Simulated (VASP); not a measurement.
Write the native input for VASP 6.6.1 that does the following.

* Task: single point
* Functional: r2SCAN
* Potentials or basis: VASP PAW PBE potentials, release 64 (Ti_sv, O)
* Cutoff: 520 eV
* k mesh: 6 × 6 × 4
* Occupations: gaussian, width 0.05 eV
* Spin: no spin polarisation
* Dipole correction: no
* Further INCAR settings: ALGO = Normal; EDIFF = 1e-06; NBANDS = 46

TiO2:

```
Ti O
1.0
     5.94532    0.38933   -0.03519
    -2.63549    4.79682   -0.42023
    -0.03835   -0.55084    6.13917
Ti O
3 6
Cartesian
  2.8546 0.0526 1.9933
  -1.2445 1.9039 3.9134
  1.8602 2.7784 -0.3230
  1.6969 1.3491 1.1583
  3.8670 0.6988 3.2577
  3.4463 2.5573 5.1180
  0.4762 1.6114 4.5440
  -1.0102 3.3505 2.5243
  1.1393 4.2392 0.5489
```

This cell differs from its parent crystal: atoms moved at random and the cell strained at random.

One way to write it, as run:

POSCAR

```
TiO2
1.0
    5.9453156570      0.3893254904     -0.0351941495
   -2.6354920635      4.7968199355     -0.4202280452
   -0.0383468057     -0.5508441761      6.1391657835
Ti O
3 6
Direct
    0.4863183610      0.0091623109      0.3280935360
    0.0048716744      0.4734334159      0.6698875190
    0.5491389767      0.5331516850     -0.0129656432
    0.4074595869      0.2722608141      0.2096418924
    0.7203550099      0.1498044334      0.5450229012
    0.8362192257      0.5659965583      0.8771999966
    0.2636471929      0.4028693068      0.7692591363
    0.1604826106      0.7385838523      0.4626629006
    0.5715073619      0.8547376233      0.1511977611
```

INCAR.step1

```
PREC = Accurate
ENCUT = 520
ISMEAR = 0
SIGMA = 0.05
LREAL = False
LASPH = True
NELM = 60
NBANDS = 46
GGA = PE
ALGO = Normal
EDIFF = 1E-4
LWAVE = True
LCHARG = False
```

INCAR.step2

```
PREC = Accurate
ENCUT = 520
EDIFF = 1E-6
ISMEAR = 0
SIGMA = 0.05
LREAL = False
LASPH = True
NELM = 60
ALGO = Normal
ISIF = 2
LWAVE = False
LCHARG = False
METAGGA = R2SCAN
LMIXTAU = True
NBANDS = 46
ISTART = 1
```

KPOINTS

```
Automatic mesh
0
Gamma
  6 6 4
```

Potentials or basis: VASP PAW PBE potentials, release 64 (Ti_sv, O).

Launch:

```console
$ cat potpaw_PBE.64/Ti_sv/POTCAR potpaw_PBE.64/O/POTCAR > POTCAR
$ cp INCAR.step1 INCAR
$ mpirun -np 1 vasp_std > vasp.out
$ cp INCAR.step2 INCAR
$ mpirun -np 1 vasp_std > vasp.out
```

Results of the run:

The pressure is -2.5 GPa, the largest force is 17.264 eV/Å and the band gap on the k mesh is 2.37 eV (least direct gap 2.40 eV).

Caveat: the cell differs from its parent crystal (atoms moved at random and the cell strained at random); atoms lie so close that the PAW spheres overlap strongly, which falsifies energies and pressures; the stress differs along the axes, from -9 to 1 GPa; the PAW data sets were made with another functional, which shifts forces and pressure a little.

Run time: 19 min on 1 thread of Intel(R) Xeon(R) 6975P-C (Granite Rapids), with other jobs on the host, peak memory 0.62 GiB.
